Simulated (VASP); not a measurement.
# SiC2: single point with PBE

The system is SiC2.

```
C Si
1.0
     2.88140    0.00000    0.00000
    -1.44070    2.49537    0.00000
     0.00000    0.00000    7.06579
C Si
4 2
Direct
  0.00000 0.00000 0.97955
  0.66667 0.33333 0.69219
  0.33333 0.66667 0.33542
  0.66667 0.33333 0.90579
  0.33333 0.66667 0.59525
  0.00000 0.00000 0.24179
```

This cell differs from its parent crystal: volume changed by -6%.

```yaml
Program: VASP 6.6.1
Task: single point
Functional: PBE
Potentials_or_basis: VASP PAW PBE potentials, release 64 (C, Si)
Cutoff: 520 eV
k_mesh: 9 × 9 × 4
Occupations: gaussian, width 0.01 eV
Spin: no spin polarisation
```

The pressure is 17.2 GPa, the largest force is 0.532 eV/Å and the band gap on the k mesh is 1.40 eV, indirect (least direct gap 3.23 eV).

Forces in eV/Å, atoms in the order of the input:
```
C    0.000  0.000 -0.230
C    0.000  0.000 -0.048
C    0.000  0.000  0.164
C    0.000  0.000  0.532
Si   0.000  0.000 -0.278
Si   0.000  0.000 -0.139
```

Stress tensor (GPa, compression positive):
```
16.35  0.00  0.00
 0.00 16.35  0.00
 0.00  0.00 18.81
```

Levels at points of the mesh, in eV from the valence-band top:
```csv
k point,band 10,band 11,band 12,band 13,band 14,band 15
"(0.00, 0.00, 0.00)",-0.73,0.00,0.00,3.46,4.97,4.97
"(0.00, 0.00, 0.50)",-0.94,-0.14,-0.14,3.52,5.09,5.09
```

Run time: 28 s on 1 thread of Intel(R) Xeon(R) Platinum 8488C (Sapphire Rapids), on a shared host, peak memory 0.19 GiB.

 A k mesh can miss the band edges.
